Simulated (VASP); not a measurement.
# Ag (Fm-3m) in VASP: settings compared

Ag is run at these levels: LDA, PBEsol, PBE; tasks: single point.

All numbers are computed with VASP 6.6.1; they aren't measurements. Logs are shortened: lines on timing, memory, paths and dates and some standing lists are left out, and cuts for length are marked.

### 1 The cell of the first run

The structure is cubic, space group Fm-3m (No. 225). Conventional cell: a = 4.002 Å, b = 4.002 Å, c = 4.002 Å, α = 90.00°, β = 90.00°, γ = 90.00°. Within 3.7 Å of Ag (site symmetry m-3m) lie 12 Ag at 2.83 Å.

### 2 Single point, LDA

Contents of INCAR:

```
  PREC = Accurate
  ENCUT = 500
  EDIFF = 1E-6
  ISMEAR = -1
  SIGMA = 0.05
  LREAL = F
  LASPH = T
  NELM = 120
  ALGO = Normal
  ISIF = 2
  LWAVE = F
  LCHARG = F
  GGA = CA
  NBANDS = 12
  GGA_COMPAT = F
```

Contents of KPOINTS:

```
Automatic mesh
0
Gamma
  16 16 16
```

Contents of POSCAR:

```
Ag
1.0
    0.0000000000      2.0009693592      2.0009693592
    2.0009693592      0.0000000000      2.0009693592
    2.0009693592      2.0009693592      0.0000000000
Ag
1
Direct
    0.0000000000      0.0000000000      0.0000000000
```

Potentials or basis: VASP PAW LDA potentials, release 64 (Ag).

Command:

```
$ cat potpaw_LDA.64/Ag/POTCAR > POTCAR
$ mpirun -np 1 vasp_std > vasp.out
```

OUTCAR:

```text
PREC = Accurate
   ENCUT = 500
   EDIFF = 1E-6
   ISMEAR = -1
   LREAL = F
   LASPH = T
   NELM = 120
   ISIF = 2
   GGA = CA

 ion  position               nearest neighbor table
   1  0.000  0.000  0.000-

  LATTYP: Found a face centered cubic cell.
 ALAT       =     4.0019387184

  Lattice vectors:

 A1 = (   0.0000000000,   2.0009693592,   2.0009693592)
 A2 = (   2.0009693592,   0.0000000000,   2.0009693592)
 A3 = (   2.0009693592,   2.0009693592,   0.0000000000)

Analysis of symmetry for initial positions (statically):
=====================================================================
 Subroutine PRICEL returns:
 Original cell was already a primitive cell.

 Routine SETGRP: Setting up the symmetry group for a
 face centered cubic supercell.

 Subroutine GETGRP returns: Found 48 space group operations
 (whereof 48 operations were pure point group operations)
 out of a pool of 48 trial point group operations.

The static configuration has the point symmetry O_h .

Analysis of symmetry for dynamics (positions and initial velocities):
=====================================================================
 Subroutine PRICEL returns:
 Original cell was already a primitive cell.

 Routine SETGRP: Setting up the symmetry group for a
 face centered cubic supercell.

 Subroutine GETGRP returns: Found 48 space group operations
 (whereof 48 operations were pure point group operations)
 out of a pool of 48 trial point group operations.

The dynamic configuration has the point symmetry O_h .

 Subroutine INISYM returns: Found 48 space group operations
 (whereof 48 operations are pure point group operations),
 and found     1 'primitive' translations

----------------------------------------------------------------------------------------

                                     Primitive cell

  volume of cell :      16.0233

  direct lattice vectors                    reciprocal lattice vectors
     0.000000000  2.000969359  2.000969359    -0.249878889  0.249878889  0.249878889
     2.000969359  0.000000000  2.000969359     0.249878889 -0.249878889  0.249878889
     2.000969359  2.000969359  0.000000000     0.249878889  0.249878889 -0.249878889

  length of vectors
     2.829798006  2.829798006  2.829798006     0.432802931  0.432802931  0.432802931

  position of ions in fractional coordinates (direct lattice)
     0.000000000  0.000000000  0.000000000

  ion indices of the primitive-cell ions
   primitive index   ion index
[... 74 lines left out ...]
   LREAL  =      F    real-space projection
   EDIFFG = 0.1E-04   stopping-criterion for IOM
   NSW    =      0    number of steps for IOM
   IBRION =     -1    ionic relax: 0-MD 1-quasi-New 2-CG
   NFREE  =      0    steps in history (QN), initial steepest desc. (CG)
   ISIF   =      2    stress and relaxation
   ISYM   =      2    0-nonsym 1-usesym 2-fastsym
   POTIM  = 0.5000    time-step for ionic-motion
   TEBEG  =    0.0;   TEEND  =   0.0 temperature during run
   PSTRESS=    0.0 pullay stress
   NELECT =      11.0000    total number of electrons
   NUPDOWN=      -1.0000    fix difference up-down
   EMIN   =  10.00;   EMAX   =-10.00  energy-range for DOS
   EFERMI =   0.00;   METHOD = LEGACY
   ISMEAR =    -1;   SIGMA  =   0.05  broadening in eV -4-tet -1-fermi 0-gaus
   EFERMI_NEDOS =   21; number of points for ismear=-14 and -15
   IALGO  =     38    algorithm
   IMIX   =      4    mixing-type and parameters
     AMIX     =   0.40;   BMIX     =  1.00
     AMIX_MAG =   1.60;   BMIX_MAG =  1.00
  volume/ion in A,a.u.               =      16.02       108.13
  Fermi-wavevector in a.u.,A,eV,Ry     =   1.444182  2.729108 28.377153  2.085662
  Thomas-Fermi vector in A             =   2.562506
   LORBIT       =      0    0 simple, 1 ext, 2 COOP (PROOUT), +10 PAW based schemes
   GGA     = CA    functional components
   LHFCALC =     F    Hartree Fock is set to
   AEXX    =    0.0000 exact exchange contribution
   IVDW    =     0    specifies the selected vdW correction
   LEPSILON=     F    determine dielectric tensor
   LRPA    =     F    only Hartree local field effects (RPA)
 non-spin polarized calculation
  energy-cutoff  :      500.00
  volume of cell :       16.02
 maximum number of plane-waves:       419
 NGX is ok and might be reduce to    24
   NGX = 11   NGY = 11   NGZ = 11

 number of electron      11.0000002 magnetization

 Free energy of the ion-electron system (eV)
  ---------------------------------------------------
  ext. energy  EPLUGINS =         0.00000000
  ---------------------------------------------------
  free energy    TOTEN  =        -3.78424278 eV

  energy without entropy =       -3.78200521  energy(sigma->0) =       -3.78312400

 E-fermi :   9.0080     XC(G=0): -12.9526

 val. band max:        8.9780942863   @ k =   0.4375   0.3750   0.0000
 cond. band min:       9.0224807975   @ k =   0.5000   0.1875   0.0625
 fundamental gap:      0.0443865111
 Fermi energy:         9.0080368428

 k-point     1 :       0.0000    0.0000    0.0000
  band No.  band energies     occupation
      1       0.7550      2.00000
      2       4.0424      2.00000
      3       4.0424      2.00000
      4       4.0424      2.00000
      5       5.2189      2.00000
      6       5.2189      2.00000
      7      25.1879      0.00000
      8      29.0651      0.00000
      9      29.0651      0.00000
     10      29.0651      0.00000
     11      34.2432      0.00000
     12      35.6643      0.00000
[... 331 lines left out ...]
 k-point    24 :      -0.0625    0.0625    0.0000
  band No.  band energies     occupation
      1       1.0929      2.00000
      2       3.9433      2.00000
      3       4.1322      2.00000
      4       4.1636      2.00000
      5       5.1273      2.00000
      6       5.2410      2.00000
      7      25.2789      0.00000
      8      27.1111      0.00000
      9      28.5278      0.00000
     10      29.7042      0.00000
     11      33.4977      0.00000
     12      35.4136      0.00000

 [... further k-points ...]
[... 5 lines left out ...]
  --------------------------------------------------------------------------------------
  -------------------------------------------------------------------------------------
  Total        0.0113982      0.0113982      0.0113982      0.0000000      0.0000000     -0.0000000
  in kB        1.1397160      1.1397160      1.1397160      0.0000000      0.0000000     -0.0000000
  external PRESSURE =       1.1397160 kB  Pullay stress =       0.0000000 kB

 VOLUME and BASIS-vectors are now :
 -----------------------------------------------------------------------------
  energy-cutoff  :      500.00
  volume of cell :       16.02
      direct lattice vectors                 reciprocal lattice vectors
     0.000000000  2.000969359  2.000969359    -0.249878889  0.249878889  0.249878889
     2.000969359  0.000000000  2.000969359     0.249878889 -0.249878889  0.249878889
     2.000969359  2.000969359  0.000000000     0.249878889  0.249878889 -0.249878889

 POSITION                                       TOTAL-FORCE (eV/Angst)
 -----------------------------------------------------------------------------------
      0.00000      0.00000      0.00000        -0.000000     -0.000000     -0.000000
 -----------------------------------------------------------------------------------
    total drift:                               -0.000000     -0.000000     -0.000000

  FREE ENERGIE OF THE ION-ELECTRON SYSTEM (eV)
  ---------------------------------------------------
  free  energy   TOTEN  =        -3.7842427788 eV

  energy  without entropy=       -3.7820052142  energy(sigma->0) =       -3.78312400
```

Wall time 25 s (1 thread of Intel Xeon 8259CL, shared host); peak memory 0.15 GiB.

What came out:

```
Free energy : -3.7842 eV
Pressure    : 0.1 GPa
```

### 3 Single point, PBEsol

This run uses another cell than the first one, of 16.66 Å³/atom, 1.040 times its volume.

Contents of INCAR:

```
SYSTEM = Ag
PREC     = Accurate       ! precision mode
ENCUT    = 500            ! plane-wave cutoff, eV
EDIFF    = 1E-6           ! SCF threshold, eV
ISMEAR   = -1             ! smearing method
SIGMA    = 0.05           ! smearing width, eV
LREAL    = .False.        ! projectors in reciprocal space
LASPH    = .True.         ! aspherical terms in the spheres
NELM     = 120            ! most SCF steps
ALGO     = Normal         ! electronic algorithm
ISIF     = 2              ! what is computed and relaxed
LWAVE    = .False.        ! write WAVECAR
LCHARG   = .False.        ! write CHGCAR
GGA      = PS             ! functional
NBANDS   = 12             ! bands
GGA_COMPAT= .False.
```

Contents of KPOINTS:

```
regular mesh
0
Gamma
  16 16 16
  0 0 0
```

Contents of POSCAR:

```
Ag
1.0
    0.0000000000      2.0271994600      2.0271994600
    2.0271994600      0.0000000000      2.0271994600
    2.0271994600      2.0271994600      0.0000000000
Ag
1
Direct
    0.0000000000      0.0000000000      0.0000000000
```

Potentials or basis: VASP PAW PBE potentials, release 64 (Ag).

Command:

```
$ cat potpaw_PBE.64/Ag/POTCAR > POTCAR
$ mpirun -np 1 vasp_std > vasp.out
```

It took 31 s on 1 thread of Intel Xeon 8259CL, shared host; peak memory 0.15 GiB.

The run converged. Its results:

* Free energy: -3.3114 eV
* Pressure: -0.2 GPa

Levels at points of the mesh, in eV from the Fermi level:
| k point | band 2 | band 3 | band 4 | band 5 | band 6 | band 7 | band 8 | band 9 | band 10 | band 11 |
| --- | --- | --- | --- | --- | --- | --- | --- | --- | --- | --- |
| (0.00, 0.00, 0.00) | -4.79 | -4.79 | -4.79 | -3.70 | -3.70 | 16.10 | 19.81 | 19.81 | 19.81 | 24.69 |
| (0.50, 0.00, 0.00) | -4.81 | -4.81 | -2.87 | -2.87 | -0.46 | 3.78 | 15.34 | 18.12 | 18.12 | 23.22 |
| (0.50, 0.50, 0.00) | -6.36 | -2.90 | -2.65 | -2.65 | 1.58 | 6.96 | 10.78 | 10.78 | 17.51 | 17.59 |

Caveat: the PAW data sets were made with another functional, which shifts forces and pressure a little.

### 4 Single point, PBE

This run uses another cell than the first one, of 17.85 Å³/atom, 1.114 times its volume.

Contents of INCAR:

```
ALGO = Normal
EDIFF = 1E-6
ENCUT = 500
GGA = PE
GGA_COMPAT = False
ISIF = 2
ISMEAR = -1
LASPH = True
LCHARG = False
LREAL = False
LWAVE = False
NBANDS = 12
NELM = 120
PREC = Accurate
SIGMA = 0.05
```

Contents of KPOINTS:

```
k-points
0
Gamma
  16 16 16
```

Contents of POSCAR:

```
Ag
1.0
    0.0000000000      2.0742799536      2.0742799536
    2.0742799536      0.0000000000      2.0742799536
    2.0742799536      2.0742799536      0.0000000000
Ag
1
Direct
    0.0000000000      0.0000000000      0.0000000000
```

Command:

```
$ cat potpaw_PBE.64/Ag/POTCAR > POTCAR
$ mpirun -np 1 vasp_std > vasp.out
```

It took 37 s on 1 thread of Intel Xeon 8259CL, shared host; peak memory 0.16 GiB.

Results (log left out):

```
Free energy : -2.7202 eV
Pressure    : -0.1 GPa
```

Levels at points of the mesh, in eV from the Fermi level:
| k point | band 4 | band 5 | band 6 | band 7 | band 8 | band 9 |
| --- | --- | --- | --- | --- | --- | --- |
| (0.00, 0.00, 0.00) | -4.60 | -3.65 | -3.65 | 15.96 | 19.27 | 19.27 |
| (0.50, 0.00, 0.00) | -2.92 | -2.92 | -0.23 | 3.40 | 15.19 | 17.44 |
| (0.50, 0.50, 0.00) | -2.72 | -2.72 | 1.69 | 6.44 | 10.48 | 10.48 |

### 5 The runs side by side

| level | potentials or basis | cell | gap on the mesh (eV) | pressure (GPa) |
| --- | --- | --- | --- | --- |
| LDA | VASP PAW LDA potentials, release 64 (Ag) | a = 2.830 Å, angles 60.0°, 1 atom | none | 0.1 |
| PBEsol | VASP PAW PBE potentials, release 64 (Ag) | a = 2.867 Å, angles 60.0°, 1 atom | none | -0.2 |
| PBE | VASP PAW PBE potentials, release 64 (Ag) | a = 2.933 Å, angles 60.0°, 1 atom | none | -0.1 |

Alike in all rows: task single point; no spin polarisation; k mesh 16 × 16 × 16; cutoff (eV) 500; smearing fermi-dirac 0.05 eV.

Caveats: the PAW data sets were made with another functional, which shifts forces and pressure a little (some runs).

Total energies depend on the potentials used, so only differences within one code and one set of settings carry meaning.
